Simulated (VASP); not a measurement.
Set up this calculation in VASP 6.6.1, as the native input.

```
Task                   : single point
Functional             : LDA
Potentials or basis    : VASP PAW LDA potentials, release 64 (Ge_d)
Cutoff                 : 520 eV
k mesh                 : 12 × 12 × 6
Occupations            : gaussian, width 0.1 eV
Spin                   : no spin polarisation
Dipole correction      : no
Further INCAR settings : ALGO = Normal; EDIFF = 1e-06; NBANDS = 36
```

The structure of Ge lies in POSCAR:

```
Ge
1.0
    3.9592694801      0.0000000000      0.0000000000
   -1.9796347401      3.4288279502      0.0000000000
    0.0000000000      0.0000000000      6.5308545640
Ge
4
Direct
    0.6666666667      0.3333333333      0.0628399830
    0.3333333333      0.6666666667      0.5628399830
    0.6666666667      0.3333333333      0.4371600170
    0.3333333333      0.6666666667      0.9371600170
```

This isn't the form of Ge at room conditions, which is diamond.

These files were run (other wordings do the same):

INCAR

```
PREC     = Accurate       # precision mode
ENCUT    = 520            # plane-wave cutoff, eV
EDIFF    = 1E-6           # SCF threshold, eV
ISMEAR   = 0              # smearing method
SIGMA    = 0.1            # smearing width, eV
LREAL    = False          # projectors in reciprocal space
LASPH    = True           # aspherical terms in the spheres
NELM     = 60             # most SCF steps
ALGO     = Normal         # electronic algorithm
ISIF     = 2              # what is computed and relaxed
LWAVE    = False          # write WAVECAR
LCHARG   = False          # write CHGCAR
GGA      = CA             # functional
NBANDS   = 36             # bands
```

KPOINTS

```
Automatic mesh
0
Gamma
  12 12 6
```

Potentials or basis: VASP PAW LDA potentials, release 64 (Ge_d).

The run is started by

```sh
$ cat potpaw_LDA.64/Ge_d/POTCAR > POTCAR
$ mpirun -np 1 vasp_std > vasp.out
```

It gave:

* Pressure: 0.2 GPa
* Band gap on the k mesh: zero (bands 28 and 29 overlap by 0.13 eV)

Caveat: semilocal functionals underestimate gaps, and a narrow one can read as zero.

Run time: 2.5 min on 1 thread of Intel(R) Xeon(R) Platinum 8259CL CPU @ 2.50GHz (Skylake/Cascade Lake), on a shared host, peak memory 0.28 GiB.
